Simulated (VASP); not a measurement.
Write the native input for VASP 6.6.1 that does the following.

* Task: single point
* Functional: PBEsol
* Potentials or basis: VASP PAW PBE potentials, release 64 (Ta_pv, Si)
* Cutoff: 520 eV
* k mesh: 14 × 14 × 14
* Occupations: gaussian, width 0.1 eV
* Spin: no spin polarisation
* Dipole correction: no
* Further INCAR settings: ALGO = Normal; EDIFF = 1e-07; NBANDS = 14

The structure of TaSi lies in POSCAR:

```
TaSi
1.0
    3.1244298048      0.0000000000      0.0000000000
    0.0000000000      3.1244298048      0.0000000000
    0.0000000000      0.0000000000      3.1244298048
Ta Si
1 1
Direct
    0.5000000000      0.5000000000      0.5000000000
    0.0000000000      0.0000000000      0.0000000000
```

One way to write it, as run:

INCAR

```
  ALGO = Normal
  EDIFF = 1E-7
  ENCUT = 520
  GGA = PS
  ISIF = 2
  ISMEAR = 0
  LASPH = T
  LCHARG = F
  LREAL = F
  LWAVE = F
  NBANDS = 14
  NELM = 100
  PREC = Accurate
  SIGMA = 0.1
```

KPOINTS

```
k-points
0
Gamma
  14 14 14
```

Potentials or basis: VASP PAW PBE potentials, release 64 (Ta_pv, Si).

Launch:

```bash
$ cat potpaw_PBE.64/Ta_pv/POTCAR potpaw_PBE.64/Si/POTCAR > POTCAR
$ mpirun -np 1 vasp_std > vasp.out
```

It gave:

```yaml
Pressure: 0.3 GPa
```

Caveat: the PAW data sets were made with another functional, which shifts forces and pressure a little.

Wall time 23 s on 1 thread of Intel(R) Xeon(R) Platinum 8488C (Sapphire Rapids), with other jobs on the host, peak memory 0.17 GiB.
